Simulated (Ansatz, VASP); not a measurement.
## One calculation of SiB5, two programs

```
Si B
1.0
     2.42711    1.40129    2.90882
    -2.42711    1.40129    2.90882
     0.00000   -2.80258    2.90882
Si B
1 5
Direct
  0.50000 0.50000 0.50000
  0.00000 0.00000 0.50000
  0.50000 0.00000 0.00000
  0.00000 0.50000 0.00000
  0.26483 0.26483 0.26483
  0.73517 0.73517 0.73517
```

Alike in both runs: functional PBE; k mesh 5 × 5 × 5; occupations gaussian, width 0.2 eV; no spin polarisation.

Ansatz relaxed the structure, and its values are those at the end. VASP's run is a single point on that final structure, the one shown.

|  | VASP | Ansatz |
| --- | --- | --- |
| version | VASP 6.6.1 | Ansatz 0.2.0 |
| potentials or method | VASP PAW PBE potentials, release 64 (Si, B), cutoff 500 eV | scalar-relativistic, plane waves, PAW |
| valence electrons in the cell | 19 | 19 |

```csv
,VASP,Ansatz,Ansatz less VASP
gap on the k mesh at the Fermi level (eV),none,none,-
pressure (GPa),0.0,0.0,-0.02
rms of the force components (eV/Å),0.005,0.001,-0.0041
```

A gap of «none» marks a metal or a gap that the smearing closes.
